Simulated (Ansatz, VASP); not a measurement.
## One calculation of BaZrO3, two programs

```
Ba Zr O
1.0
     4.18150    0.00000    0.00000
     0.00000    4.18150    0.00000
     0.00000    0.00000    4.18150
Ba Zr O
1 1 3
Direct
  0.50000 0.55073 0.55073
  0.00000 0.00000 0.00000
  0.50000 0.00000 0.00000
  0.00000 0.50000 0.00000
  0.00000 0.00000 0.50000
```

Change from the starting cell: all Ba atoms moved -0.300 Å, as atom 1 towards its neighbour atom 3 (O) at 2.957 Å.

Alike in both runs: task single point; functional PBE; k mesh 6 × 6 × 6; occupations gaussian, width 0.05 eV; no spin polarisation.

```csv
,VASP,Ansatz
version,VASP 6.6.1,Ansatz 0.2.0
potentials or method,"VASP PAW PBE potentials, release 64 (Ba_sv, Zr_sv, O_h), cutoff 1340 eV","scalar-relativistic, plane waves, PAW"
valence electrons in the cell,40,40
```

```csv
,VASP,Ansatz,Ansatz less VASP
gap on the k mesh at the Fermi level (eV),3.13,3.16,+0.023
least direct gap on the mesh (eV),3.34,3.35,+0.013
pressure (GPa),8.0,7.0,-1.06
"traceless stress, the component that is largest in VASP (GPa)",1.90,1.76,-0.146
rms of the force components (eV/Å),0.481,0.448,-0.0328
```

Atom by atom the forces differ by 0.048 eV/Å (rms over components). The functional is the same, so the differences come from potentials, cutoffs and numerics.

Spin-orbit coupling is off throughout.
